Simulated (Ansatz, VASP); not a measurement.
## TiC in VASP and in Ansatz

File INCAR:

```
SYSTEM = TiC
PREC     = Accurate       ! precision mode
ENCUT    = 520            ! plane-wave cutoff, eV
EDIFF    = 1E-6           ! SCF threshold, eV
ISMEAR   = 0              ! smearing method
SIGMA    = 0.15           ! smearing width, eV
LREAL    = .FALSE.        ! projectors in reciprocal space
LASPH    = .TRUE.         ! aspherical terms in the spheres
NELM     = 100            ! most SCF steps
ALGO     = Normal         ! electronic algorithm
ISIF     = 2              ! what is computed and relaxed
LWAVE    = .FALSE.        ! write WAVECAR
LCHARG   = .FALSE.        ! write CHGCAR
GGA      = PE             ! functional
NBANDS   = 24             ! bands
```

File KPOINTS:

```
Automatic mesh
0
G
  20 20 14
  0 0 0
```

File POSCAR:

```
TiC
1.0
    0.0000000000     -2.1664615256     -2.1664615256
    0.0000000000      2.1664615256     -2.1664615256
    4.3329230512      0.0000000000      0.0000000000
Ti C
2 2
Direct
    0.5014477781      0.4985522219      0.5000000000
    1.0014477781      0.9985522219      0.0000000000
    0.4942302229      0.5057697771      0.0000000000
   -0.0057697771      0.0057697771      0.5000000000
```

Input for Ansatz:

```yaml
crystal:
  lattice:
    - [0.0, -2.1664615256, -2.1664615256]
    - [0.0, 2.1664615256, -2.1664615256]
    - [4.3329230512, 0.0, 0.0]
  atoms:
    - { symbol: Ti, position: [0.5014477781, 0.4985522219, 0.5] }
    - { symbol: Ti, position: [1.0014477781, 0.9985522219, 0.0] }
    - { symbol: C, position: [0.4942302229, 0.5057697771, 0.0] }
    - { symbol: C, position: [-0.0057697771, 0.0057697771, 0.5] }
basis:
  ecutwfc: 420
kpoints:
  mp_grid: { grid: [20, 20, 14] }
hamiltonian:
  xc: pbe
scf:
  occupations: { method: gaussian, width: 0.15 }
output:
  forces: true
  stress: true
  eigenvalues: true
```

Change from the starting cell: mode 7 (512.3 1/cm) frozen in, largest displacement +0.025 Å.

Alike in both runs: task single point; functional PBE; k mesh 20 × 20 × 14; occupations gaussian, width 0.15 eV; no spin polarisation.

|  | VASP | Ansatz |
| --- | --- | --- |
| version | VASP 6.6.1 | Ansatz 0.2.0 |
| potentials or method | VASP PAW PBE potentials, release 64 (Ti_sv, C), cutoff 520 eV | scalar-relativistic, plane waves, PAW |
| valence electrons in the cell | 32 | 32 |

Ansatz gave:

```
gap on the k mesh at the Fermi level (eV)                     : none
pressure (GPa)                                                : 0.1
traceless stress, the component that is largest in VASP (GPa) : 0.17
rms of the force components (eV/Å)                            : 0.167
```

What did VASP give for the same quantities?

gap on the k mesh at the Fermi level (eV): none; pressure (GPa): 0.3; traceless stress, the component that is largest in VASP (GPa): 0.17; rms of the force components (eV/Å): 0.168.

Atom by atom the forces differ by 0.001 eV/Å (rms over components). A gap of «none» marks a metal or a gap that the smearing closes. The functional is the same, so the differences come from potentials, cutoffs and numerics.
